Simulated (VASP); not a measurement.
# NaH (I4mm) in VASP: notebook

The runs below take NaH through electric field gradients, with LDA.

Everything below comes from runs of VASP 6.6.1. Logs are shortened: lines on timing, memory, paths and dates and some standing lists are left out, and cuts for length are marked.

## (1) The cell of the first run

Symmetry: I4mm, No. 107, tetragonal system. Conventional cell: a = 3.375 Å, b = 3.375 Å, c = 4.773 Å, α = 90.00°, β = 90.00°, γ = 90.00°. Na (site symmetry 4mm) has 5 H at 1.96 to 2.42 Å within 2.6 Å. Within 2.6 Å of H (site symmetry 4mm) lie 5 Na at 1.96 to 2.42 Å.

## (2) Electric field gradients, LDA (shortest bond scaled by 0.82)

Contents of INCAR:

```
SYSTEM = NaH
ALGO = Normal
EDIFF = 1E-8
ENCUT = 520
ISIF = 2
ISMEAR = -1
LASPH = .True.
LCHARG = .False.
LEFG = .True.
LREAL = .False.
LWAVE = .False.
NBANDS = 11
NELM = 100
PREC = Accurate
SIGMA = 0.03
```

Contents of KPOINTS:

```
k-points
0
Gamma
  8 8 8
  0 0 0
```

Contents of POSCAR:

```
NaH
1.0
    0.0000000000      2.3864216652      2.3864216652
    2.3864216652      0.0000000000      2.3864216652
    2.3864216652      2.3864216652      0.0000000000
Na H
1 1
Direct
   -0.0450000000     -0.0450000000      0.0450000000
    0.5450000000      0.5450000000      0.4550000000
```

Potentials or basis: VASP PAW LDA potentials, release 64 (Na_pv, H).

Run with:

```bash
cat potpaw_LDA.64/Na_pv/POTCAR potpaw_LDA.64/H/POTCAR > POTCAR
mpirun -np 1 vasp_std > vasp.out
```

OUTCAR:

```text
SYSTEM = NaH
   EDIFF = 1E-8
   ENCUT = 520
   ISIF = 2
   ISMEAR = -1
   LASPH = .True.
   LREAL = .False.
   NELM = 100
   PREC = Accurate

 ion  position               nearest neighbor table
   1  0.955  0.955  0.045-
   2  0.545  0.545  0.455-

  LATTYP: Found a face centered cubic cell.
 ALAT       =     4.7728433304

  Lattice vectors:

 A1 = (   0.0000000000,   2.3864216652,   2.3864216652)
 A2 = (   2.3864216652,   0.0000000000,   2.3864216652)
 A3 = (   2.3864216652,   2.3864216652,   0.0000000000)

Analysis of symmetry for initial positions (statically):
=====================================================================
 Subroutine PRICEL returns:
 Original cell was already a primitive cell.

 Routine SETGRP: Setting up the symmetry group for a
 face centered cubic supercell.

 Subroutine GETGRP returns: Found  8 space group operations
 (whereof  8 operations were pure point group operations)
 out of a pool of 48 trial point group operations.

The static configuration has the point symmetry C_4v.

Analysis of symmetry for dynamics (positions and initial velocities):
=====================================================================
 Subroutine PRICEL returns:
 Original cell was already a primitive cell.

 Routine SETGRP: Setting up the symmetry group for a
 face centered cubic supercell.

 Subroutine GETGRP returns: Found  8 space group operations
 (whereof  8 operations were pure point group operations)
 out of a pool of 48 trial point group operations.

The dynamic configuration has the point symmetry C_4v.

 Subroutine INISYM returns: Found  8 space group operations
 (whereof  8 operations are pure point group operations),
 and found     1 'primitive' translations

----------------------------------------------------------------------------------------

                                     Primitive cell

  volume of cell :      27.1814

  direct lattice vectors                    reciprocal lattice vectors
     0.000000000  2.386421665  2.386421665    -0.209518715  0.209518715  0.209518715
     2.386421665  0.000000000  2.386421665     0.209518715 -0.209518715  0.209518715
[... 132 lines left out ...]

 E-fermi :  -0.5004     XC(G=0):  -8.3367

 val. band max:       -1.0602838674   @ k =   0.2500  -0.2500   0.5000
 cond. band min:       2.3488646700   @ k =   0.5000   0.0000   0.0000
 fundamental gap:      3.4091485374
 Fermi energy:        -0.5004396497

 k-point     1 :       0.0000    0.0000    0.0000
  band No.  band energies     occupation
      1     -23.1693      2.00000
      2     -23.1693      2.00000
      3     -23.1679      2.00000
      4      -4.9691      2.00000
      5       9.2079      0.00000
      6      13.9451      0.00000
      7      13.9451      0.00000
      8      14.4518      0.00000
      9      15.9806      0.00000
     10      15.9806      0.00000
     11      16.2713      0.00000
[... 309 lines left out ...]
 k-point    24 :       0.5000    0.2500    0.0000
  band No.  band energies     occupation
      1     -23.2612      2.00000
      2     -23.2104      2.00000
      3     -23.1952      2.00000
      4      -1.7962      2.00000
      5       3.7494      0.00000
      6       6.5763      0.00000
      7      10.3821      0.00000
      8      11.1676      0.00000
      9      15.8199      0.00000
     10      19.1649      0.00000
     11      19.2273      0.00000

 [... further k-points ...]

------------------------ aborting loop because EDIFF is reached ----------------------------------------

  FORCE on cell =-STRESS in cart. coord.  units (eV):
  Direction    XX          YY          ZZ          XY          YZ          ZX
  --------------------------------------------------------------------------------------
  -------------------------------------------------------------------------------------
  Total       -0.3108534     -0.3108534      0.9083328      0.0000000      0.0000000      0.0000000
  in kB      -18.3229180    -18.3229180     53.5406996      0.0000000      0.0000000      0.0000000
  external PRESSURE =       5.6316212 kB  Pullay stress =       0.0000000 kB

 VOLUME and BASIS-vectors are now :
 -----------------------------------------------------------------------------
  energy-cutoff  :      520.00
  volume of cell :       27.18
      direct lattice vectors                 reciprocal lattice vectors
     0.000000000  2.386421665  2.386421665    -0.209518715  0.209518715  0.209518715
     2.386421665  0.000000000  2.386421665     0.209518715 -0.209518715  0.209518715
     2.386421665  2.386421665  0.000000000     0.209518715  0.209518715 -0.209518715

 POSITION                                       TOTAL-FORCE (eV/Angst)
 -----------------------------------------------------------------------------------
      2.38642      2.38642      4.55807         0.000000      0.000000      0.711317
      2.38642      2.38642      2.60120         0.000000      0.000000     -0.711317
 -----------------------------------------------------------------------------------
    total drift:                                0.000000      0.000000     -0.000041

  FREE ENERGIE OF THE ION-ELECTRON SYSTEM (eV)
  ---------------------------------------------------
  free  energy   TOTEN  =        -5.2845742386 eV

  energy  without entropy=       -5.2845742385  energy(sigma->0) =       -5.28457424

 Electric field gradients (V/A^2)
---------------------------------------------------------------------
 ion       V_xx      V_yy      V_zz      V_xy      V_xz      V_yz
---------------------------------------------------------------------
   1       4.843     4.843    -9.686    -0.001    -0.001    -0.001
   2      -0.792    -0.792     1.584     0.000     0.000     0.000
---------------------------------------------------------------------

 Electric field gradients after diagonalization (V/A^2)
 (convention: |V_zz| > |V_xx| > |V_yy|)
----------------------------------------------------------------------
 ion       V_xx      V_yy      V_zz     asymmetry (V_yy - V_xx)/ V_zz
----------------------------------------------------------------------
   1       4.844     4.842    -9.686       0.000
   2      -0.792    -0.792     1.584       0.000
----------------------------------------------------------------------

           NMR quadrupolar parameters

 Cq : quadrupolar parameter    Cq=e*Q*V_zz/h
 eta: asymmetry parameters     (V_yy - V_xx)/ V_zz
 Q  : nuclear electric quadrupole moment in mb (millibarn)
----------------------------------------------------------------------
 ion       Cq(MHz)       eta       Q (mb)
----------------------------------------------------------------------
   1      -0.023       0.000       1.000
   2       0.004       0.000       1.000
----------------------------------------------------------------------
```

stdout:

```text
POSCAR found type information on POSCAR NaH
 POSCAR found :  2 types and       2 ions
 scaLAPACK will be used
 LDA part: xc-table for (Slater(with rela. corr.)+CA(PZ))
 , standard interpolation
 POSCAR, INCAR and KPOINTS ok, starting setup
 FFT: planning ... GRIDC
 FFT: planning ... GRID_SOFT
 FFT: planning ... GRID
 WAVECAR not read
 entering main loop
ion   1

ion   2
```

Run time: 44 s. Hardware: 1 thread of AMD EPYC 7R13, shared host; peak memory 0.11 GiB.

What came out:

```
Free energy            : -5.2846 eV
Pressure               : 0.6 GPa
Largest force          : 0.711 eV/Å
Band gap on the k mesh : 3.41 eV, indirect (least direct gap 4.37 eV)
```

Forces in eV/Å, atoms in the order of the input:
```
Na   0.000  0.000  0.711
H    0.000  0.000 -0.711
```

Stress tensor (GPa, compression positive):
```
-1.83  0.00  0.00
 0.00 -1.83  0.00
 0.00  0.00  5.35
```

Electric field gradients, principal values (V/Å²):
| atom | least | middle | greatest (by size) |
| --- | --- | --- | --- |
| 1 Na | 4.842 | 4.844 | -9.686 |
| 2 H | -0.792 | -0.792 | 1.584 |

Caveat: the cell differs from its parent crystal (shortest bond scaled by 0.82); without QUAD_EFG the Cq values of the log hold for a quadrupole moment of 1 mb, not for the nuclei. A k mesh can miss the band edges.

## (3) Electric field gradients, LDA (shortest bond scaled by 0.7)

Contents of INCAR:

```
SYSTEM = NaH
PREC = Accurate
ENCUT = 520
EDIFF = 1E-8
ISMEAR = -1
SIGMA = 0.03
LREAL = .False.
LASPH = .True.
NELM = 80
ALGO = Normal
ISIF = 2
LWAVE = .False.
LCHARG = .False.
GGA = CA
LEFG = .True.
NBANDS = 11
```

Contents of KPOINTS:

```
Automatic mesh
0
Gamma
  8 8 8
  0 0 0
```

Contents of POSCAR:

```
NaH
1.0
    0.0000000000      2.3864216652      2.3864216652
    2.3864216652      0.0000000000      2.3864216652
    2.3864216652      2.3864216652      0.0000000000
Na H
1 1
Direct
   -0.0750000000     -0.0750000000      0.0750000000
    0.5750000000      0.5750000000      0.4250000000
```

Potentials or basis: VASP PAW LDA potentials, release 64 (Na_pv, H).

Run with:

```bash
cat potpaw_LDA.64/Na_pv/POTCAR potpaw_LDA.64/H/POTCAR > POTCAR
mpirun -np 1 vasp_std > vasp.out
```

OUTCAR:

```text
SYSTEM = NaH
   PREC = Accurate
   ENCUT = 520
   EDIFF = 1E-8
   ISMEAR = -1
   LREAL = .False.
   LASPH = .True.
   NELM = 80
   ISIF = 2
   GGA = CA

 ion  position               nearest neighbor table
   1  0.925  0.925  0.075-   2 1.67
   2  0.575  0.575  0.425-   1 1.67

  LATTYP: Found a face centered cubic cell.
 ALAT       =     4.7728433304

  Lattice vectors:

 A1 = (   0.0000000000,   2.3864216652,   2.3864216652)
 A2 = (   2.3864216652,   0.0000000000,   2.3864216652)
 A3 = (   2.3864216652,   2.3864216652,   0.0000000000)

Analysis of symmetry for initial positions (statically):
=====================================================================
 Subroutine PRICEL returns:
 Original cell was already a primitive cell.

 Routine SETGRP: Setting up the symmetry group for a
 face centered cubic supercell.

 Subroutine GETGRP returns: Found  8 space group operations
 (whereof  8 operations were pure point group operations)
 out of a pool of 48 trial point group operations.

The static configuration has the point symmetry C_4v.

Analysis of symmetry for dynamics (positions and initial velocities):
=====================================================================
 Subroutine PRICEL returns:
 Original cell was already a primitive cell.

 Routine SETGRP: Setting up the symmetry group for a
 face centered cubic supercell.

 Subroutine GETGRP returns: Found  8 space group operations
 (whereof  8 operations were pure point group operations)
 out of a pool of 48 trial point group operations.

The dynamic configuration has the point symmetry C_4v.

 Subroutine INISYM returns: Found  8 space group operations
 (whereof  8 operations are pure point group operations),
 and found     1 'primitive' translations

----------------------------------------------------------------------------------------

                                     Primitive cell

  volume of cell :      27.1814

  direct lattice vectors                    reciprocal lattice vectors
     0.000000000  2.386421665  2.386421665    -0.209518715  0.209518715  0.209518715
     2.386421665  0.000000000  2.386421665     0.209518715 -0.209518715  0.209518715
     2.386421665  2.386421665  0.000000000     0.209518715  0.209518715 -0.209518715

  length of vectors
     3.374909884  3.374909884  3.374909884     0.362897059  0.362897059  0.362897059

  position of ions in fractional coordinates (direct lattice)
     0.925000000  0.925000000  0.075000000
     0.575000000  0.575000000  0.425000000

  ion indices of the primitive-cell ions
   primitive index   ion index
                 1           1
                 2           2

----------------------------------------------------------------------------------------

 KPOINTS: Automatic mesh

Automatic generation of k-mesh.
 Grid dimensions read from file:
 generate k-points for:    8    8    8

 Generating k-lattice:

  Cartesian coordinates                     Fractional coordinates (reciprocal lattice)
[... 77 lines left out ...]
   IALGO  =     38    algorithm
   IMIX   =      4    mixing-type and parameters
     AMIX     =   0.40;   BMIX     =  1.00
     AMIX_MAG =   1.60;   BMIX_MAG =  1.00
  volume/ion in A,a.u.               =      13.59        91.71
  Fermi-wavevector in a.u.,A,eV,Ry     =   1.088966  2.057847 16.134427  1.185847
  Thomas-Fermi vector in A             =   2.225159
   LORBIT       =      0    0 simple, 1 ext, 2 COOP (PROOUT), +10 PAW based schemes
   GGA     = CA    functional components
   LHFCALC =     F    Hartree Fock is set to
   AEXX    =    0.0000 exact exchange contribution
   IVDW    =     0    specifies the selected vdW correction
   LEPSILON=     F    determine dielectric tensor
   LRPA    =     F    only Hartree local field effects (RPA)
 non-spin polarized calculation
  energy-cutoff  :      520.00
  volume of cell :       27.18
 maximum number of plane-waves:       754
 NGX is ok and might be reduce to    28
   NGX = 13   NGY = 13   NGZ = 13

 number of electron       8.0000001 magnetization

 Free energy of the ion-electron system (eV)
  ---------------------------------------------------
  ext. energy  EPLUGINS =         0.00000000
  ---------------------------------------------------
  free energy    TOTEN  =        -4.88884530 eV

  energy without entropy =       -4.88884530  energy(sigma->0) =       -4.88884530

 E-fermi :  -0.4058     XC(G=0):  -8.2885

 val. band max:       -0.9649893834   @ k =   0.2500  -0.2500   0.5000
 cond. band min:       2.3181340267   @ k =   0.5000   0.0000   0.0000
 fundamental gap:      3.2831234101
 Fermi energy:        -0.4057571534

 k-point     1 :       0.0000    0.0000    0.0000
  band No.  band energies     occupation
      1     -23.1785      2.00000
      2     -23.1420      2.00000
      3     -23.1420      2.00000
      4      -4.9080      2.00000
      5       8.6199      0.00000
      6      13.6005      0.00000
      7      13.6005      0.00000
      8      14.5776      0.00000
      9      16.0911      0.00000
     10      16.4817      0.00000
     11      16.4817      0.00000
[... 309 lines left out ...]
 k-point    24 :       0.5000    0.2500    0.0000
  band No.  band energies     occupation
      1     -23.2699      2.00000
      2     -23.1911      2.00000
      3     -23.1687      2.00000
      4      -1.7508      2.00000
      5       3.7718      0.00000
      6       6.6751      0.00000
      7      10.4195      0.00000
      8      10.9205      0.00000
      9      15.7490      0.00000
     10      19.1766      0.00000
     11      19.3224      0.00000

 [... further k-points ...]

------------------------ aborting loop because EDIFF is reached ----------------------------------------

  FORCE on cell =-STRESS in cart. coord.  units (eV):
  Direction    XX          YY          ZZ          XY          YZ          ZX
  --------------------------------------------------------------------------------------
  -------------------------------------------------------------------------------------
  Total       -0.4053735     -0.4053735      3.4234799      0.0000000      0.0000000      0.0000000
  in kB      -23.8943021    -23.8943021    201.7933383      0.0000000      0.0000000      0.0000000
  external PRESSURE =      51.3349114 kB  Pullay stress =       0.0000000 kB

 VOLUME and BASIS-vectors are now :
 -----------------------------------------------------------------------------
  energy-cutoff  :      520.00
  volume of cell :       27.18
      direct lattice vectors                 reciprocal lattice vectors
     0.000000000  2.386421665  2.386421665    -0.209518715  0.209518715  0.209518715
     2.386421665  0.000000000  2.386421665     0.209518715 -0.209518715  0.209518715
     2.386421665  2.386421665  0.000000000     0.209518715  0.209518715 -0.209518715

 POSITION                                       TOTAL-FORCE (eV/Angst)
 -----------------------------------------------------------------------------------
      2.38642      2.38642      4.41488         0.000000      0.000000      2.312835
      2.38642      2.38642      2.74438         0.000000      0.000000     -2.312835
 -----------------------------------------------------------------------------------
    total drift:                               -0.000000     -0.000000      0.000028

  FREE ENERGIE OF THE ION-ELECTRON SYSTEM (eV)
  ---------------------------------------------------
  free  energy   TOTEN  =        -4.8888452997 eV

  energy  without entropy=       -4.8888452997  energy(sigma->0) =       -4.88884530

 Electric field gradients (V/A^2)
---------------------------------------------------------------------
 ion       V_xx      V_yy      V_zz      V_xy      V_xz      V_yz
---------------------------------------------------------------------
   1      12.307    12.307   -24.614     0.000     0.000     0.000
   2      -2.565    -2.565     5.130     0.001     0.001     0.001
---------------------------------------------------------------------

 Electric field gradients after diagonalization (V/A^2)
 (convention: |V_zz| > |V_xx| > |V_yy|)
----------------------------------------------------------------------
 ion       V_xx      V_yy      V_zz     asymmetry (V_yy - V_xx)/ V_zz
----------------------------------------------------------------------
   1      12.307    12.307   -24.614       0.000
   2      -2.566    -2.564     5.130       0.000
----------------------------------------------------------------------

           NMR quadrupolar parameters

 Cq : quadrupolar parameter    Cq=e*Q*V_zz/h
 eta: asymmetry parameters     (V_yy - V_xx)/ V_zz
 Q  : nuclear electric quadrupole moment in mb (millibarn)
----------------------------------------------------------------------
 ion       Cq(MHz)       eta       Q (mb)
----------------------------------------------------------------------
   1      -0.060       0.000       1.000
   2       0.012       0.000       1.000
----------------------------------------------------------------------
```

Wall time 44 s (1 thread of AMD EPYC 7R13, shared host); peak memory 0.11 GiB.

What came out:

| Property | Result |
| --- | --- |
| Free energy | -4.8888 eV |
| Pressure | 5.1 GPa |
| Largest force | 2.313 eV/Å |
| Band gap on the k mesh | 3.28 eV, indirect (least direct gap 4.29 eV) |

Forces in eV/Å, atoms in the order of the input:
```
Na   0.000  0.000  2.313
H    0.000  0.000 -2.313
```

Levels at points of the mesh, in eV from the valence-band top:
```
           k point  band 2  band 3  band 4  band 5  band 6  band 7
(0.00, 0.00, 0.00)  -22.18  -22.18   -3.94    9.58   14.57   14.57
(0.50, 0.00, 0.00)  -22.21  -22.19   -1.00    3.28   10.22   13.30
(0.50, 0.50, 0.00)  -22.22  -22.22   -0.34    4.68    9.68   10.47
(0.00, 0.50, 0.50)  -22.26  -22.21   -0.21    4.27    9.10    9.13
```

Electric field gradients, principal values (V/Å²):
```csv
atom,least,middle,greatest (by size)
1 Na,12.307,12.307,-24.614
2 H,-2.564,-2.566,5.130
```

Caveat: the cell differs from its parent crystal (shortest bond scaled by 0.7); without QUAD_EFG the Cq values of the log hold for a quadrupole moment of 1 mb, not for the nuclei; forces of over 1 eV/Å act on the atoms, so gaps and moduli don't describe the material at rest. A k mesh can miss the band edges.
